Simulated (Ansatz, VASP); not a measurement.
# Two plane-wave programs on Se

```
Se
1.0
     2.89488    0.00000    0.00000
     0.00000    2.89488    0.00000
     0.00000    0.00000    2.89488
Se
1
Direct
  0.00000 0.00000 0.00000
```

Change from the starting cell: strain +0.030 along x and y, +0.030 along z, atoms carried along.

Alike in both runs: task single point; functional LDA; k mesh 16 × 16 × 16; occupations gaussian, width 0.15 eV; no spin polarisation.

|  | VASP | Ansatz |
| --- | --- | --- |
| version | VASP 6.6.1 | Ansatz 0.2.0 |
| potentials or method | VASP PAW LDA potentials, release 64 (Se), cutoff 520 eV | scalar-relativistic, plane waves, PAW |
| valence electrons in the cell | 6 | 16 |

```csv
,VASP,Ansatz,Ansatz less VASP
gap on the k mesh at the Fermi level (eV),none,none,-
pressure (GPa),-8.4,-8.5,-0.07
```

LDA's correlation is that of Perdew and Zunger in VASP and of Perdew and Wang (1992) in Ansatz. A gap of «none» marks a metal or a gap that the smearing closes. VASP's potentials hold 6 valence electrons a cell and Ansatz's 16, so a difference there can come from the potentials and not from the codes.
